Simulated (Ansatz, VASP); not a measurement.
# ZrTa3N4 in VASP and in Ansatz

```xyz
8
Lattice="5.9806 0.0000 0.0000 -2.9903 5.1794 0.0000 0.0000 0.0000 2.9121" Properties=species:S:1:pos:R:3 pbc="T T T"
Zr    0.0000    0.0000    0.0000
Ta    2.9903   -0.0154    0.0000
Ta   -1.4818    2.5974    0.0000
Ta    1.4818    2.5974    0.0000
N    -1.4409    4.2848    1.4560
N     1.4409    4.2848    1.4560
N     2.9903    1.7265    1.4560
N     0.0000    1.7891    1.4560
```

Alike in both runs: functional PBE; k mesh 3 × 3 × 4; occupations gaussian, width 0.15 eV; no spin polarisation.

Ansatz relaxed the structure, and its values are those at the end. VASP's run is a single point on that final structure, the one shown.

|  | VASP | Ansatz |
| --- | --- | --- |
| version | VASP 6.6.1 | Ansatz 0.2.0 |
| potentials or method | VASP PAW PBE potentials, release 64 (Zr_sv, Ta_pv, N), cutoff 520 eV | scalar-relativistic, plane waves, PAW |
| valence electrons in the cell | 65 | 71 |

|  | VASP | Ansatz | Ansatz less VASP |
| --- | --- | --- | --- |
| gap on the k mesh at the Fermi level (eV) | none | none | - |
| pressure (GPa) | 0.2 | -0.3 | -0.54 |
| rms of the force components (eV/Å) | 0.020 | 0.013 | -0.0070 |

A gap of «none» marks a metal or a gap that the smearing closes. The functional is the same, so the differences come from potentials, cutoffs and numerics. VASP's potentials hold 65 valence electrons a cell and Ansatz's 71, so a difference there can come from the potentials and not from the codes.

The k mesh is coarse, so the values compare programs but aren't converged. Neither program's run includes spin-orbit coupling.
